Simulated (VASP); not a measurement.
Wanted: the native input for a VASP 6.6.1 run.

- Task: single point
- Functional: PBEsol
- Potentials or basis: VASP PAW PBE potentials, release 64 (K_sv, Cl)
- Cutoff: 520 eV
- k mesh: 6 × 6 × 6
- Occupations: gaussian, width 0.05 eV
- Spin: no spin polarisation
- Dipole correction: no
- Further INCAR settings: ALGO = Normal; EDIFF = 1e-06; NBANDS = 15

The structure of KCl lies in POSCAR:

```
KCl
1.0
    3.9063819300      0.0000000000      0.0000000000
    0.0000000000      3.9063819300      0.0000000000
    0.0000000000      0.0000000000      3.8391960000
K Cl
1 1
Direct
    0.0000000000      0.0000000000      0.0000000000
    0.5000000000      0.5000000000      0.5000000000
```

This cell differs from its parent crystal: strain +0.0175 x Voigt [1, 1, 0, 0, 0, 0].

The input as run:

INCAR

```
ALGO = Normal
EDIFF = 1E-6
ENCUT = 520
GGA = PS
ISIF = 2
ISMEAR = 0
LASPH = T
LCHARG = F
LREAL = F
LWAVE = F
NBANDS = 15
NELM = 100
PREC = Accurate
SIGMA = 0.05
```

KPOINTS

```
k-points
0
Gamma
  6 6 6
```

Potentials or basis: VASP PAW PBE potentials, release 64 (K_sv, Cl).

The run is started by

```console
$ cat potpaw_PBE.64/K_sv/POTCAR potpaw_PBE.64/Cl/POTCAR > POTCAR
$ mpirun -np 1 vasp_std > vasp.out
```

It gave:

The pressure is -1.9 GPa and the band gap on the k mesh is 4.44 eV, indirect (least direct gap 4.62 eV).

Caveat: the cell differs from its parent crystal (strain +0.0175 x Voigt [1, 1, 0, 0, 0, 0]); the PAW data sets were made with another functional, which shifts forces and pressure a little.

Wall time 39 s on 1 thread of AMD EPYC 7R43 64-Core Processor (Zen 3) (shared host), peak memory 0.14 GiB.
